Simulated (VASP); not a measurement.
Ta3N: single point with PBE

Crystal: Ta3N.

```xyz
4
Lattice="3.0218 0.0000 0.0000 -1.5109 2.6169 0.0000 0.0000 0.0000 7.5576" Properties=species:S:1:pos:R:3 pbc="T T T"
Ta   -0.2188   -0.1263    3.4216
Ta   -0.2188    1.6183    0.9548
Ta    1.2921    0.7460    5.8884
N     0.0000    0.0000    0.0000
```

This cell differs from its parent crystal: all Ta atoms moved +0.438 Å, as atom 1 towards its neighbour atom 2 (Ta) at 3.021 Å.

| Quantity | Value |
| --- | --- |
| Program | VASP 6.6.1 |
| Task | single point |
| Functional | PBE |
| Potentials or basis | VASP PAW PBE potentials, release 64 (Ta_pv, N) |
| Cutoff | 520 eV |
| k mesh | 18 × 18 × 6 |
| Occupations | gaussian, width 0.15 eV |
| Spin | no spin polarisation |

```
Pressure               : 12.7 GPa
Largest force          : 6.412 eV/Å
Band gap on the k mesh : zero (bands 19 and 20 overlap by 1.13 eV)
```

Forces on the atoms (eV/Å):
```
Ta   0.036  0.021  0.632
Ta   2.312  1.335  4.079
Ta   0.459  0.265  0.822
N   -2.807 -1.620 -5.532
```

Stress tensor (GPa, compression positive):
```
10.21 -7.32  2.43
-7.32 18.67  1.40
 2.43  1.40  9.31
```

Levels at points of the mesh, in eV from the Fermi level:
| k point | band 17 | band 18 | band 19 | band 20 | band 21 | band 22 |
| --- | --- | --- | --- | --- | --- | --- |
| (0.00, 0.00, 0.00) | -0.57 | -0.34 | -0.15 | 0.36 | 0.40 | 1.32 |
| (0.50, 0.00, 0.00) | -1.21 | -0.65 | 0.83 | 0.84 | 2.09 | 2.99 |
| (0.00, 0.50, 0.00) | -1.23 | -0.46 | -0.01 | 0.67 | 1.01 | 2.83 |
| (0.00, 0.00, 0.50) | -0.62 | -0.13 | -0.04 | 0.66 | 0.67 | 0.72 |
| (0.50, 0.00, 0.50) | -1.27 | -0.68 | 0.25 | 1.14 | 2.29 | 2.75 |
| (0.00, 0.50, 0.50) | -1.25 | -1.01 | 0.09 | 0.58 | 1.36 | 2.70 |

Wall time 9.1 min on 1 thread of Intel(R) Xeon(R) Platinum 8488C (Sapphire Rapids), on a shared host, peak memory 0.73 GiB.

Caveat: the cell differs from its parent crystal (all Ta atoms moved +0.438 Å, as atom 1 towards its neighbour atom 2 (Ta) at 3.021 Å); the stress differs along the axes, from 9 to 19 GPa; spin-orbit coupling is left out, which moves the levels of the heavy elements; forces of over 1 eV/Å act on the atoms, so gaps and moduli don't describe the material at rest.
